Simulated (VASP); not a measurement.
Set up this calculation in VASP 6.6.1, as the native input.

```
Task                   : single point
Functional             : PBEsol
Potentials or basis    : VASP PAW PBE potentials, release 64 (Ag)
Cutoff                 : 520 eV
k mesh                 : 20 × 20 × 20
Occupations            : gaussian, width 0.15 eV
Spin                   : no spin polarisation
Dipole correction      : no
Further INCAR settings : ALGO = Normal; EDIFF = 1e-06; NBANDS = 12
```

The structure of Ag lies in POSCAR:

```
Ag
1.0
    0.0000000000      1.9664837500      2.0431000000
    1.9664837500      0.0000000000      2.0431000000
    1.9664837500      1.9664837500      0.0000000000
Ag
1
Direct
    0.0000000000      0.0000000000      0.0000000000
```

This cell differs from its parent crystal: strain -0.0375 x Voigt [1, 1, 0, 0, 0, 0].

The input as run:

INCAR

```
SYSTEM = Ag
PREC = Accurate ; ENCUT = 520
EDIFF = 1E-6 ; ISMEAR = 0
SIGMA = 0.15 ; LREAL = .FALSE.
LASPH = .TRUE. ; NELM = 100
ALGO = Normal ; ISIF = 2
LWAVE = .FALSE. ; LCHARG = .FALSE.
GGA = PS ; NBANDS = 12
```

KPOINTS

```
regular mesh
0
G
  20 20 20
  0 0 0
```

Potentials or basis: VASP PAW PBE potentials, release 64 (Ag).

Command:

```console
$ cat potpaw_PBE.64/Ag/POTCAR > POTCAR
$ mpirun -np 1 vasp_std > vasp.out
```

It gave:

```yaml
Pressure: 7.1 GPa
```

Caveat: the cell differs from its parent crystal (strain -0.0375 x Voigt [1, 1, 0, 0, 0, 0]); the PAW data sets were made with another functional, which shifts forces and pressure a little.

Run time: 35 s on 1 thread of Intel(R) Xeon(R) Platinum 8559C (Emerald Rapids), on a shared host, peak memory 0.24 GiB.
